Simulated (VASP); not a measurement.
# Nb (I4/mmm) in VASP: notebook, part 2 of 3

VASP 6.6.1. The steps go on from the part before.

## Step 3: Single point, PBE (strain +0.0875 x Voigt [0, 0, 1, 0, 0, 0])

INCAR

```
SYSTEM = Nb
PREC = Accurate ; ENCUT = 520
EDIFF = 1E-6 ; ISMEAR = 0
SIGMA = 0.15 ; LREAL = .False.
LASPH = .True. ; NELM = 100
ALGO = Fast ; ISIF = 2
LWAVE = .False. ; LCHARG = .False.
GGA = PE ; NBANDS = 12
```

KPOINTS

```
regular mesh
0
Gamma
  20 20 20
  0 0 0
```

POSCAR

```
Nb
1.0
   -1.6639500000      1.6639500000      1.8095456250
    1.6639500000     -1.6639500000      1.8095456250
    1.6639500000      1.6639500000     -1.8095456250
Nb
1
Direct
    0.0000000000      0.0000000000      0.0000000000
```

Potentials or basis: VASP PAW PBE potentials, release 64 (Nb_sv).

Started as:

```sh
$ cat potpaw_PBE.64/Nb_sv/POTCAR > POTCAR
$ mpirun -np 1 vasp_std > vasp.out
```

Run time: 8.4 min. Hardware: 1 thread of Intel Xeon 8259CL, shared host; peak memory 0.23 GiB.

It converged, with:

- Free energy: -10.1068 eV
- Pressure: -13.8 GPa
- Band gap on the k mesh: zero (an odd number of electrons rules out a gap without spin polarisation)

Stress tensor (GPa, compression positive):
```
-11.43   0.00   0.00
  0.00 -11.43   0.00
  0.00   0.00 -18.60
```

Levels at points of the mesh, in eV from the Fermi level:
| k point | band 2 | band 3 | band 4 | band 5 | band 6 | band 7 | band 8 | band 9 | band 10 | band 11 |
| --- | --- | --- | --- | --- | --- | --- | --- | --- | --- | --- |
| (0.00, 0.00, 0.00) | -30.05 | -30.05 | -30.05 | -5.75 | 0.15 | 0.15 | 0.92 | 2.36 | 3.35 | 13.08 |
| (0.50, 0.00, 0.00) | -31.02 | -30.33 | -30.05 | -3.32 | -1.08 | 1.64 | 2.28 | 3.63 | 5.40 | 10.24 |
| (0.50, 0.50, 0.00) | -31.00 | -30.40 | -30.10 | -3.36 | -1.92 | 2.17 | 3.56 | 3.84 | 5.60 | 10.90 |
| (0.50, 0.50, 0.50) | -30.82 | -30.66 | -30.66 | -3.27 | -3.07 | 4.72 | 4.96 | 4.96 | 6.93 | 8.85 |

Caveat: the cell differs from its parent crystal (strain +0.0875 x Voigt [0, 0, 1, 0, 0, 0]); the stress differs along the axes, from -19 to -11 GPa.

## Step 4: Single point, PBE (strain +0.1000 x Voigt [0, 0, 1, 0, 0, 0])

INCAR

```
SYSTEM = Nb
  ALGO = Fast
  EDIFF = 1E-6
  ENCUT = 520
  GGA = PE
  ISIF = 2
  ISMEAR = 0
  LASPH = .TRUE.
  LCHARG = .TRUE.
  LELF = .TRUE.
  LREAL = .FALSE.
  LVHAR = .TRUE.
  LWAVE = .FALSE.
  NBANDS = 12
  NELM = 80
  PREC = Accurate
  SIGMA = 0.15
```

KPOINTS

```
k-points
0
G
  20 20 20
  0 0 0
```

POSCAR

```
Nb
1.0
   -1.6639500000      1.6639500000      1.8303450000
    1.6639500000     -1.6639500000      1.8303450000
    1.6639500000      1.6639500000     -1.8303450000
Nb
1
Direct
    0.0000000000      0.0000000000      0.0000000000
```

Potentials or basis: VASP PAW PBE potentials, release 64 (Nb_sv).

Started as:

```sh
$ cat potpaw_PBE.64/Nb_sv/POTCAR > POTCAR
$ mpirun -np 1 vasp_std > vasp.out
```

OUTCAR:

```text
SYSTEM = Nb
   EDIFF = 1E-6
   ENCUT = 520
   GGA = PE
   ISIF = 2
   ISMEAR = 0
   LASPH = .TRUE.
   LREAL = .FALSE.
   NELM = 80
   PREC = Accurate

 ion  position               nearest neighbor table
   1  0.000  0.000  0.000-

  LATTYP: Found a body centered tetragonal cell.
 ALAT       =     3.3279000000
 C/A-ratio  =     1.1000000000

  Lattice vectors:

 A1 = (  -1.6639500000,   1.6639500000,   1.8303450000)
 A2 = (   1.6639500000,  -1.6639500000,   1.8303450000)
 A3 = (   1.6639500000,   1.6639500000,  -1.8303450000)

Analysis of symmetry for initial positions (statically):
=====================================================================
 Subroutine PRICEL returns:
 Original cell was already a primitive cell.

 Routine SETGRP: Setting up the symmetry group for a
 body centered tetragonal supercell.

 Subroutine GETGRP returns: Found 16 space group operations
 (whereof 16 operations were pure point group operations)
 out of a pool of 16 trial point group operations.

The static configuration has the point symmetry D_4h.

[... 169 lines left out ...]
      1     -44.9397      2.00000
      2     -20.4474      2.00000
      3     -20.4469      2.00000
      4     -20.4469      2.00000
      5       3.9173      2.00000
      6       9.7775      0.21491
      7       9.7775      0.21490
      8      10.6270      0.00000
      9      11.8923      0.00000
     10      12.9771      0.00000
     11      22.5953      0.00000
     12      24.0604      0.00000
[... 331 lines left out ...]
 k-point    24 :      -0.3500    0.0500    0.0000
  band No.  band energies     occupation
      1     -44.8307      2.00000
      2     -21.1427      2.00000
      3     -20.6454      2.00000
      4     -20.4613      2.00000
      5       6.3033      2.00000
      6       8.9842      2.00000
      7       9.6081      1.27909
      8      11.7385      0.00000
      9      12.9993      0.00000
     10      13.2503      0.00000
     11      21.8736      0.00000
     12      22.6647      0.00000

 [... further k-points ...]

------------------------ aborting loop because EDIFF is reached ----------------------------------------

  FORCE on cell =-STRESS in cart. coord.  units (eV):
  Direction    XX          YY          ZZ          XY          YZ          ZX
  --------------------------------------------------------------------------------------
  -------------------------------------------------------------------------------------
  Total       -1.5544260     -1.5544260     -2.5504368      0.0000000      0.0000000     -0.0000000
  in kB     -122.8590466   -122.8590466   -201.5819550      0.0000000      0.0000000     -0.0000000
  external PRESSURE =    -149.1000161 kB  Pullay stress =       0.0000000 kB

 VOLUME and BASIS-vectors are now :
 -----------------------------------------------------------------------------
  energy-cutoff  :      520.00
  volume of cell :       20.27
      direct lattice vectors                 reciprocal lattice vectors
    -1.663950000  1.663950000  1.830345000     0.000000000  0.300489798  0.273172544
     1.663950000 -1.663950000  1.830345000     0.300489798  0.000000000  0.273172544
     1.663950000  1.663950000 -1.830345000     0.300489798  0.300489798  0.000000000

 POSITION                                       TOTAL-FORCE (eV/Angst)
 -----------------------------------------------------------------------------------
      0.00000      0.00000      0.00000         0.000000      0.000000      0.000000
 -----------------------------------------------------------------------------------
    total drift:                               -0.000000      0.000000     -0.000000

  FREE ENERGIE OF THE ION-ELECTRON SYSTEM (eV)
  ---------------------------------------------------
  free  energy   TOTEN  =       -10.0790051684 eV

  energy  without entropy=      -10.0597069466  energy(sigma->0) =      -10.06935606
```

OSZICAR:

```text
N       E                     dE             d eps       ncg     rms          rms(c)
DAV:   1     0.114427537154E+03    0.11443E+03   -0.71829E+03 15448   0.106E+03
DAV:   2    -0.574054476680E+01   -0.12017E+03   -0.11587E+03 16808   0.381E+02
DAV:   3    -0.102990011893E+02   -0.45585E+01   -0.43489E+01 22184   0.644E+01
[... 16 lines left out ...]
RMM:  20    -0.100789856340E+02   -0.21905E-05   -0.30425E-05 24323   0.646E-02    0.134E-02
RMM:  21    -0.100789930780E+02   -0.74440E-05   -0.15949E-05 22823   0.474E-02    0.159E-02
RMM:  22    -0.100790002478E+02   -0.71698E-05   -0.88886E-06 20698   0.366E-02    0.335E-02
RMM:  23    -0.100790048023E+02   -0.45545E-05   -0.40364E-06 15741   0.271E-02    0.437E-02
RMM:  24    -0.100790051684E+02   -0.36610E-06   -0.12840E-06 12240   0.161E-02
   1 F= -.10079005E+02 E0= -.10069356E+02  d E =-.192982E-01
```

It took 9.4 min on 1 thread of Intel Xeon 8259CL, shared host; peak memory 0.24 GiB.

What came out:

* Free energy: -10.0790 eV
* Pressure: -14.9 GPa
* Band gap on the k mesh: zero (an odd number of electrons rules out a gap without spin polarisation)

Stress tensor (GPa, compression positive):
```
-12.29   0.00   0.00
  0.00 -12.29   0.00
  0.00   0.00 -20.16
```

Levels at points of the mesh, in eV from the Fermi level:
```csv
k point,band 2,band 3,band 4,band 5,band 6,band 7,band 8,band 9,band 10,band 11
"(0.00, 0.00, 0.00)",-30.09,-30.09,-30.09,-5.73,0.13,0.13,0.98,2.25,3.33,12.95
"(0.50, 0.00, 0.00)",-31.03,-30.36,-30.09,-3.28,-1.02,1.58,2.14,3.61,5.28,10.06
"(0.50, 0.50, 0.00)",-31.00,-30.43,-30.16,-3.33,-1.96,2.17,3.58,3.83,5.52,10.79
"(0.50, 0.50, 0.50)",-30.85,-30.67,-30.67,-3.23,-3.01,4.63,4.89,4.89,6.67,8.84
```

Caveat: the cell differs from its parent crystal (strain +0.1000 x Voigt [0, 0, 1, 0, 0, 0]); the stress differs along the axes, from -20 to -12 GPa.

## Step 5: Single point, PBE (strain -0.1000 x Voigt [0, 0, 1, 0, 0, 0])

INCAR

```
  ALGO = Fast
  EDIFF = 1E-6
  ENCUT = 520
  GGA = PE
  ISIF = 2
  ISMEAR = 0
  LASPH = T
  LCHARG = F
  LREAL = F
  LWAVE = F
  NBANDS = 12
  NELM = 80
  PREC = Accurate
  SIGMA = 0.15
```

KPOINTS

```
k-points
0
Gamma
  20 20 20
```

POSCAR

```
Nb
1.0
   -1.6639500000      1.6639500000      1.4975550000
    1.6639500000     -1.6639500000      1.4975550000
    1.6639500000      1.6639500000     -1.4975550000
Nb
1
Direct
    0.0000000000      0.0000000000      0.0000000000
```

Potentials or basis: VASP PAW PBE potentials, release 64 (Nb_sv).

Started as:

```sh
$ cat potpaw_PBE.64/Nb_sv/POTCAR > POTCAR
$ mpirun -np 1 vasp_std > vasp.out
```

OUTCAR:

```text
EDIFF = 1E-6
   ENCUT = 520
   GGA = PE
   ISIF = 2
   ISMEAR = 0
   LASPH = T
   LREAL = F
   NELM = 80
   PREC = Accurate

 ion  position               nearest neighbor table
   1  0.000  0.000  0.000-

  LATTYP: Found a body centered tetragonal cell.
 ALAT       =     3.3279000000
 C/A-ratio  =     0.9000000000

  Lattice vectors:

 A1 = (  -1.6639500000,   1.6639500000,   1.4975550000)
 A2 = (   1.6639500000,  -1.6639500000,   1.4975550000)
 A3 = (   1.6639500000,   1.6639500000,  -1.4975550000)

Analysis of symmetry for initial positions (statically):
=====================================================================
 Subroutine PRICEL returns:
 Original cell was already a primitive cell.

 Routine SETGRP: Setting up the symmetry group for a
 body centered tetragonal supercell.

 Subroutine GETGRP returns: Found 16 space group operations
 (whereof 16 operations were pure point group operations)
 out of a pool of 16 trial point group operations.

The static configuration has the point symmetry D_4h.

Analysis of symmetry for dynamics (positions and initial velocities):
=====================================================================
 Subroutine PRICEL returns:
 Original cell was already a primitive cell.

 Routine SETGRP: Setting up the symmetry group for a
 body centered tetragonal supercell.

 Subroutine GETGRP returns: Found 16 space group operations
 (whereof 16 operations were pure point group operations)
 out of a pool of 16 trial point group operations.

The dynamic configuration has the point symmetry D_4h.

 Subroutine INISYM returns: Found 16 space group operations
 (whereof 16 operations are pure point group operations),
 and found     1 'primitive' translations

----------------------------------------------------------------------------------------

                                     Primitive cell

  volume of cell :      16.5853

  direct lattice vectors                    reciprocal lattice vectors
    -1.663950000  1.663950000  1.497555000     0.000000000  0.300489798  0.333877554
[... 114 lines left out ...]
   LRPA    =     F    only Hartree local field effects (RPA)
 non-spin polarized calculation
 RMM-DIIS sequential band-by-band and
 Gauss-broadening in eV      SIGMA  =   0.15
  energy-cutoff  :      520.00
  volume of cell :       16.59
 maximum number of plane-waves:       464
 NGX is ok and might be reduce to    24
   NGX = 11   NGY = 11   NGZ = 11

 number of electron      13.0000000 magnetization

 Free energy of the ion-electron system (eV)
  ---------------------------------------------------
  ext. energy  EPLUGINS =         0.00000000
  ---------------------------------------------------
  free energy    TOTEN  =       -10.09775987 eV

  energy without entropy =      -10.08356196  energy(sigma->0) =      -10.09066091

 E-fermi :  12.4492     XC(G=0): -12.9313

 val. band max:       12.4405868176   @ k =   0.3000   0.2500   0.1000
 cond. band min:      12.4544312297   @ k =  -0.4500   0.4500   0.1500
 fundamental gap:      0.0138444121
 Fermi energy:        12.4492448270

 k-point     1 :       0.0000    0.0000    0.0000
  band No.  band energies     occupation
      1     -41.9189      2.00000
      2     -17.0229      2.00000
      3     -17.0229      2.00000
      4     -16.9815      2.00000
      5       6.2996      2.00000
      6      11.8834      2.00000
      7      13.2720      0.00000
      8      13.2720      0.00000
      9      14.8419      0.00000
     10      16.7171      0.00000
     11      26.2700      0.00000
     12      26.2700      0.00000
[... 331 lines left out ...]
 k-point    24 :      -0.3500    0.0500   -0.0000
  band No.  band energies     occupation
      1     -41.6598      2.00000
      2     -18.2914      2.00000
      3     -17.4474      2.00000
      4     -17.0937      2.00000
      5       8.7053      2.00000
      6      10.6487      2.00000
      7      12.8933      0.00003
      8      16.0068      0.00000
      9      16.2211      0.00000
     10      16.9727      0.00000
     11      25.8920      0.00000
     12      29.2554      0.00000

 [... further k-points ...]

------------------------ aborting loop because EDIFF is reached ----------------------------------------

  FORCE on cell =-STRESS in cart. coord.  units (eV):
  Direction    XX          YY          ZZ          XY          YZ          ZX
  --------------------------------------------------------------------------------------
  -------------------------------------------------------------------------------------
  Total        1.4546680      1.4546680      2.8879965      0.0000000      0.0000000      0.0000000
  in kB      140.5242083    140.5242083    278.9869768      0.0000000      0.0000000      0.0000000
  external PRESSURE =     186.6784645 kB  Pullay stress =       0.0000000 kB

 VOLUME and BASIS-vectors are now :
 -----------------------------------------------------------------------------
  energy-cutoff  :      520.00
  volume of cell :       16.59
      direct lattice vectors                 reciprocal lattice vectors
    -1.663950000  1.663950000  1.497555000     0.000000000  0.300489798  0.333877554
     1.663950000 -1.663950000  1.497555000     0.300489798  0.000000000  0.333877554
     1.663950000  1.663950000 -1.497555000     0.300489798  0.300489798  0.000000000

 POSITION                                       TOTAL-FORCE (eV/Angst)
 -----------------------------------------------------------------------------------
      0.00000      0.00000      0.00000         0.000000      0.000000     -0.000000
 -----------------------------------------------------------------------------------
    total drift:                               -0.000000     -0.000000      0.000000

  FREE ENERGIE OF THE ION-ELECTRON SYSTEM (eV)
  ---------------------------------------------------
  free  energy   TOTEN  =       -10.0977598660 eV

  energy  without entropy=      -10.0835619598  energy(sigma->0) =      -10.09066091
```

stdout:

```text
POSCAR found type information on POSCAR Nb
 POSCAR found :  1 types and       1 ions
 scaLAPACK will be used
 LDA part: xc-table for (Slater+PW92), standard interpolation
 POSCAR, INCAR and KPOINTS ok, starting setup
 FFT: planning ... GRIDC
 FFT: planning ... GRID_SOFT
 FFT: planning ... GRID
 WAVECAR not read
 entering main loop
WARNING in EDDRMM: call to ZHEGV failed, returncode =   6  3      5
WARNING in EDDRMM: call to ZHEGV failed, returncode =   6  3      7
WARNING in EDDRMM: call to ZHEGV failed, returncode =   8  4      6
WARNING in EDDRMM: call to ZHEGV failed, returncode =   8  4      6
WARNING in EDDRMM: call to ZHEGV failed, returncode =   8  4     11
WARNING in EDDRMM: call to ZHEGV failed, returncode =   8  4     10
```

Wall time 8.4 min (1 thread of Intel Xeon 8259CL, shared host); peak memory 0.21 GiB.

Results:

```yaml
Free_energy: -10.0978 eV
Pressure: 18.7 GPa
Band_gap_on_the_k_mesh: zero (an odd number of electrons rules out a gap without spin polarisation)
```

Stress tensor (GPa, compression positive):
```
14.05  0.00  0.00
 0.00 14.05  0.00
 0.00  0.00 27.90
```

Caveat: the cell differs from its parent crystal (strain -0.1000 x Voigt [0, 0, 1, 0, 0, 0]); the stress differs along the axes, from 14 to 28 GPa.

[end of part 2 of 3]
